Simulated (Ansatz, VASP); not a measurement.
**Two plane-wave programs on ZnS**

```
Zn S
1.0
     3.81100    0.00000    0.00000
    -1.90550    3.30042    0.00000
     0.00000    0.00000    6.23400
Zn S
2 2
Cartesian
  0.0000 2.2003 0.0000
  1.9055 1.1001 3.1170
  0.0000 2.2003 2.4001
  1.9055 1.1001 5.5171
```

Alike in both runs: task relaxation of cell and atoms; functional PBEsol; k mesh 10 × 10 × 6; occupations fermi-dirac, width 0.08 eV; no spin polarisation.

```csv
,VASP,Ansatz
version,VASP 6.6.1,Ansatz 0.2.0
potentials or method,"VASP PAW PBE potentials, release 64 (Zn, S)","PAW with Ansatz's default frozen-core files, scalar-relativistic"
plane-wave cutoff (eV),600,420
valence electrons in the cell,36,36
```

|  | VASP | Ansatz | Ansatz less VASP |
| --- | --- | --- | --- |
| relaxed volume (Å³/atom) | 19.27 | 19.22 | -0.049 |
| relaxed length of the cell vector where the two differ most in proportion (Å) | 3.785 | 3.782 | -0.0037 |

VASP's potentials were made for PBE, not for PBEsol.
